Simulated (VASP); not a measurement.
The system is TiAl2.

```
Ti Al
1.0
     1.97955   -6.04720    0.00000
     1.97955    6.04720    0.00000
     0.00000    0.00000    4.03150
Ti Al
2 4
Direct
  0.64900 0.35100 0.00000
  0.35100 0.64900 0.00000
  0.00000 0.00000 0.00000
  0.82400 0.17600 0.50000
  0.17600 0.82400 0.50000
  0.50000 0.50000 0.50000
```

Base run:

- Program: VASP 6.6.1
- Functional: PBEsol
- Potentials or basis: VASP PAW PBE potentials, release 64 (Ti_sv, Al)
- Cutoff: 520 eV
- k mesh: 10 × 10 × 10
- Occupations: fermi-dirac, width 0.5 eV
- Spin: no spin polarisation

Its results: band gap on the k mesh zero (bands 18 and 19 overlap by 1.06 eV); pressure 0.1 GPa; largest force 0.819 eV/Å.

Problem. The run is repeated on the same cell with these changes: occupations from fermi-dirac, width 0.5 eV to methfessel-paxton, width 0.01 eV. What comes out?

Solution. Band gap on the k mesh zero (bands 18 and 19 overlap by 1.05 eV); pressure -2.7 GPa; largest force 0.857 eV/Å.

Caveats: the PAW data sets were made with another functional, which shifts forces and pressure a little; so wide a smearing shifts energies and pressures (at least some runs).
